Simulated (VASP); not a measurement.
Zr, 2 atoms in the cell. It takes space group Fd-3m (No. 227, cubic). Conventional cell: a = 7.666 Å, b = 7.666 Å, c = 7.666 Å, α = 90.00°, β = 90.00°, γ = 90.00°. Zr (site symmetry -43m) has 4 Zr at 3.32 Å within 4.4 Å. This isn't the form of Zr at room conditions, which is hcp.

```yaml
Program: VASP 6.6.1
Task: relaxation of cell and atoms
Functional: PBEsol
Potentials_or_basis: VASP PAW PBE potentials, release 64 (Zr_sv)
Cutoff: 600 eV
k_mesh: 10 × 10 × 10
Occupations: gaussian, width 0.1 eV
Spin: no spin polarisation
Dipole_correction: no
Further_INCAR_settings: ALGO = Fast; EDIFF = 1e-06; IBRION = 2; EDIFFG = -0.01; NSW = 80; ISIF = 3
```

Potentials or basis: VASP PAW PBE potentials, release 64 (Zr_sv).

The run is started by

```sh
$ cat potpaw_PBE.64/Zr_sv/POTCAR > POTCAR
$ mpirun -np 1 vasp_std > vasp.out
```

Hardware: 1 thread of Intel(R) Xeon(R) 6975P-C (Granite Rapids), with other jobs on the host.

**Question.** How long does it take, and how much memory?

**Answer.** Run time: 9.3 min on 1 thread of Intel(R) Xeon(R) 6975P-C (Granite Rapids) (shared host), peak memory 0.39 GiB. Counts: scf iterations 121, k points 47, ion steps 6.
